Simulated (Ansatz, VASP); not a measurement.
## Two plane-wave programs on KBr

Contents of POSCAR:

```
KBr
1.0
    4.0156267399      0.0000000000      0.0000000000
    0.0000000000      4.0156267399      0.0000000000
    0.0000000000      0.0000000000      4.0156267399
K Br
1 1
Direct
    0.0000000000      0.0000000000      0.0000000000
    0.5000000000      0.5000000000      0.5000000000
```

INCAR.step1

```
ALGO = Normal ; EDIFF = 1E-4
ENCUT = 520 ; GGA = PE
ISMEAR = 0 ; LASPH = True
LCHARG = False ; LREAL = False
LWAVE = True ; NBANDS = 15
NELM = 100 ; PREC = Accurate
SIGMA = 0.01
```

INCAR.step2

```
ALGO = Normal ; EDIFF = 1E-6
ENCUT = 520 ; ISIF = 2
ISMEAR = 0 ; ISTART = 1
LASPH = True ; LCHARG = True
LELF = True ; LMIXTAU = True
LREAL = False ; LVHAR = True
LWAVE = False ; METAGGA = R2SCAN
NBANDS = 15 ; NELM = 100
PREC = Accurate ; SIGMA = 0.01
```

Contents of KPOINTS:

```
k-points
0
Gamma
  6 6 6
```

Input for Ansatz:

```yaml
crystal:
  lattice:
    - [4.0156267399, 0.0, 0.0]
    - [0.0, 4.0156267399, 0.0]
    - [0.0, 0.0, 4.0156267399]
  atoms:
    - { symbol: K, position: [0.0, 0.0, 0.0] }
    - { symbol: Br, position: [0.5, 0.5, 0.5] }
kpoints:
  mp_grid: { grid: [6, 6, 6] }
hamiltonian:
  xc: r2scan
scf:
  occupations: { method: fixed }
  n_extra_bands: 4
output:
  forces: true
  stress: true
  eigenvalues: true
```

Alike in both runs: task single point; functional r2SCAN; k mesh 6 × 6 × 6; no spin polarisation.

|  | VASP | Ansatz |
| --- | --- | --- |
| version | VASP 6.6.1 | Ansatz 0.2.0 |
| potentials or method | VASP PAW PBE potentials, release 64 (K_sv, Br) | plane waves, PAW |
| plane-wave cutoff (eV) | 520 | 500 |
| occupations | gaussian, width 0.01 eV | fixed |
| valence electrons in the cell | 16 | 16 |

Ansatz gave:

```
gap on the k mesh at the Fermi level (eV) : 4.66
pressure (GPa)                            : -0.5
```

**Question.** Estimate VASP's values.

**Answer.** gap on the k mesh at the Fermi level (eV): 4.67; pressure (GPa): -0.5.

VASP's potentials were made for PBE, not for r2SCAN.
